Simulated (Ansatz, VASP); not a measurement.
One calculation of GaAs, two programs

```
Ga As
1.0
     0.00000    2.82930    2.82930
     2.82930    0.00000    2.82930
     2.82930    2.82930    0.00000
Ga As
1 1
Direct
  0.00000 0.00000 0.00000
  0.25000 0.25000 0.25000
```

Alike in both runs: functional PBEsol; k mesh 8 × 8 × 8; occupations gaussian, width 0.05 eV; no spin polarisation.

Ansatz relaxed the structure, and its values are those at the end. VASP's run is a single point on that final structure, the one shown.

|  | VASP | Ansatz |
| --- | --- | --- |
| version | VASP 6.6.1 | Ansatz 0.2.0 |
| potentials or method | VASP PAW PBE potentials, release 64 (Ga_d, As) | scalar-relativistic, plane waves, PAW |
| plane-wave cutoff (eV) | 500 | 420 |
| valence electrons in the cell | 18 | 28 |

Ansatz gave:

| Property | Result |
| --- | --- |
| gap on the k mesh at the Fermi level (eV) | 0.42 |
| least direct gap on the mesh (eV) | 0.42 |
| pressure (GPa) | 0.0 |

Task: What did VASP give for the same quantities?

Result: gap on the k mesh at the Fermi level (eV): 0.44; least direct gap on the mesh (eV): 0.44; pressure (GPa): 0.2.

VASP's potentials were made for PBE, not for PBEsol. The functional is the same, so the differences come from potentials, cutoffs and numerics. VASP's potentials hold 18 valence electrons a cell and Ansatz's 28, so a difference there can come from the potentials and not from the codes.
